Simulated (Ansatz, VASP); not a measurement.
One calculation of Cs, two programs

```xyz
1
Lattice="-3.1492 3.1492 3.1492 3.1492 -3.1492 3.1492 3.1492 3.1492 -3.1492" Properties=species:S:1:pos:R:3 pbc="T T T"
Cs    0.0000    0.0000    0.0000
```

Change from the starting cell: volume scaled by 1.02.

Alike in both runs: task single point; functional pbesol exchange, pbe correlation; k mesh 6 × 6 × 6; occupations tetrahedron; no spin polarisation.

|  | VASP | Ansatz |
| --- | --- | --- |
| version | VASP 6.6.1 | Ansatz 0.2.0 |
| potentials or method | VASP PAW PBE potentials, release 64 (Cs_sv), cutoff 500 eV | all-electron LAPW, scalar-relativistic |

|  | VASP | Ansatz | Ansatz less VASP |
| --- | --- | --- | --- |
| gap on the k mesh at the Fermi level (eV) | none | none | - |
| pressure (GPa) | -0.2 | -0.2 | +0.02 |

VASP's potentials were made for PBE, not for pbesol exchange, pbe correlation. A gap of «none» marks a metal or a gap that the smearing closes. Ansatz ran all-electron here, and VASP with PAW potentials.

Neither program's run includes spin-orbit coupling.
